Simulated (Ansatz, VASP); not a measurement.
**PtC in VASP and in Ansatz**

File INCAR:

```
  PREC = Accurate
  ENCUT = 600
  EDIFF = 1E-6
  ISMEAR = 0
  SIGMA = 0.1
  LREAL = F
  LASPH = T
  NELM = 60
  ALGO = Normal
  ISIF = 3
  LWAVE = F
  LCHARG = F
  GGA = PE
  IBRION = 2
  NSW = 90
  EDIFFG = -0.04
```

File KPOINTS:

```
regular mesh
0
Gamma
  6 6 6
```

POSCAR

```
PtC
1.0
    0.0000000000      2.2615141535      2.2615141535
    2.2615141535      0.0000000000      2.2615141535
    2.2615141535      2.2615141535      0.0000000000
Pt C
1 1
Direct
    0.0000000000      0.0000000000      0.0000000000
    0.5000000000      0.5000000000      0.5000000000
```

Input for Ansatz:

```yaml
crystal:
  lattice:
    - [0.0, 2.2615141535, 2.2615141535]
    - [2.2615141535, 0.0, 2.2615141535]
    - [2.2615141535, 2.2615141535, 0.0]
  atoms:
    - { symbol: Pt, position: [0.0, 0.0, 0.0] }
    - { symbol: C, position: [0.5, 0.5, 0.5] }
basis:
  ecutwfc: 420
kpoints:
  mp_grid: { grid: [6, 6, 6] }
hamiltonian:
  xc: pbe
scf:
  occupations: { method: gaussian, width: 0.1 }
  lower_state_search: "off"
output:
  forces: true
  stress: true
  eigenvalues: true
relax:
  adjacent_minimum: "off"
  f_tol: 0.04
  max_steps: 70
  cell: { stress_tol: 0.4 }
```

Alike in both runs: task relaxation of cell and atoms; functional PBE; k mesh 6 × 6 × 6; occupations gaussian, width 0.1 eV; no spin polarisation.

```csv
,VASP,Ansatz
version,VASP 6.6.1,Ansatz 0.2.0
potentials or method,"VASP PAW PBE potentials, release 64 (Pt, C), cutoff 600 eV","scalar-relativistic, plane waves, PAW"
valence electrons in the cell,14,22
```

```tsv
	VASP	Ansatz	Ansatz less VASP
gap on the k mesh at the Fermi level, each at its own relaxed structure (eV)	none	none	-
relaxed volume (Å³/atom)	11.17	11.17	+0.007
relaxed cell length with the largest relative difference (Å)	3.161	3.162	+0.0007
```

A gap of «none» marks a metal or a gap that the smearing closes. VASP's potentials hold 14 valence electrons a cell and Ansatz's 22, so a difference there can come from the potentials and not from the codes.

The k mesh is coarse, so the values compare programs but aren't converged. Spin-orbit coupling is off throughout.
